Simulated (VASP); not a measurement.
# Sb: electric field gradients with PBEsol

Crystal: Sb.

```xyz
1
Lattice="0.0000 2.3050 2.3050 2.3050 0.0000 2.3050 2.3050 2.3050 0.0000" Properties=species:S:1:pos:R:3 pbc="T T T"
Sb    0.0000    0.0000    0.0000
```

This isn't the form of Sb at room conditions, which is rhombohedral.

```
Program                : VASP 6.6.1
Task                   : electric field gradients
Functional             : PBEsol
Potentials or basis    : VASP PAW PBE potentials, release 64 (Sb)
Cutoff                 : 400 eV
k mesh                 : 12 × 12 × 12
Occupations            : fermi-dirac, width 0.05 eV
Spin                   : no spin polarisation
Dipole correction      : no
Further INCAR settings : ALGO = Normal; EDIFF = 1e-08; NBANDS = 8
```

* Pressure: 5.2 GPa
* Band gap on the k mesh: zero (an odd number of electrons rules out a gap without spin polarisation)
* Largest electric field gradient by atom: zero within the noise of the run

Levels at points of the mesh, in eV from the Fermi level:
```
           k point  band 1  band 2  band 3  band 4  band 5
(0.00, 0.00, 0.00)  -13.78    5.98    5.98    5.98   10.18
(0.50, 0.00, 0.00)   -9.47   -6.52    4.04    4.04    8.77
(0.50, 0.50, 0.00)   -7.56   -5.52    0.33    0.33    4.17
```

It took 10 s on 1 thread of AMD EPYC 7R43 64-Core Processor (Zen 3), on a shared host, peak memory 0.1 GiB.

Caveat: the cell stands under pressure; the PAW data sets were made with another functional, which shifts forces and pressure a little; spin-orbit coupling is left out, which moves the levels of the heavy elements.
